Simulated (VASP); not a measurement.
Set up this calculation in VASP 6.6.1, as the native input.

```
Task                   : single point
Functional             : PBE
Potentials or basis    : VASP PAW PBE potentials, release 64 (In_d, Ga_d, Sb, N)
Cutoff                 : 520 eV
k mesh                 : 10 × 10 × 4
Occupations            : gaussian, width 0.1 eV
Spin                   : no spin polarisation
Dipole correction      : no
Further INCAR settings : ALGO = Normal; EDIFF = 1e-06; NBANDS = 40
```

The structure of In3GaSbN lies in POSCAR:

```
In3GaSbN
1.0
    3.8894709622      0.0000000000      0.0000000000
    0.0000000000      3.8894709622      0.0000000000
    0.0000000000      0.0000000000      9.9828111080
In Ga Sb N
3 1 1 1
Direct
    0.0000000000      0.0000000000      0.7817680417
    0.0000000000      0.0000000000      0.2182319583
    0.5000000000      0.5000000000      0.0000000000
    0.0000000000      0.0000000000      0.5000000000
    0.5000000000      0.5000000000      0.5000000000
    0.0000000000      0.0000000000      0.0000000000
```

The cell was generated, and may not be a known phase.

These files were run (other wordings do the same):

INCAR

```
SYSTEM = In3GaSbN
PREC = Accurate
ENCUT = 520
EDIFF = 1E-6
ISMEAR = 0
SIGMA = 0.1
LREAL = .False.
LASPH = .True.
NELM = 80
ALGO = Normal
ISIF = 2
LWAVE = .False.
LCHARG = .False.
GGA = PE
NBANDS = 40
```

KPOINTS

```
Automatic mesh
0
Gamma
  10 10 4
  0 0 0
```

Potentials or basis: VASP PAW PBE potentials, release 64 (In_d, Ga_d, Sb, N).

Run with:

```sh
$ cat potpaw_PBE.64/In_d/POTCAR potpaw_PBE.64/Ga_d/POTCAR potpaw_PBE.64/Sb/POTCAR potpaw_PBE.64/N/POTCAR > POTCAR
$ mpirun -np 1 vasp_std > vasp.out
```

It gave:

* Pressure: 0.0 GPa
* Largest force: 0.019 eV/Å
* Band gap on the k mesh: zero (bands 31 and 32 overlap by 2.13 eV)

Caveat: spin-orbit coupling is left out, which moves the levels of the heavy elements.

Run time: 10 min on 1 thread of Intel(R) Xeon(R) Platinum 8124M CPU @ 3.00GHz (Skylake/Cascade Lake) (shared host), peak memory 0.51 GiB.
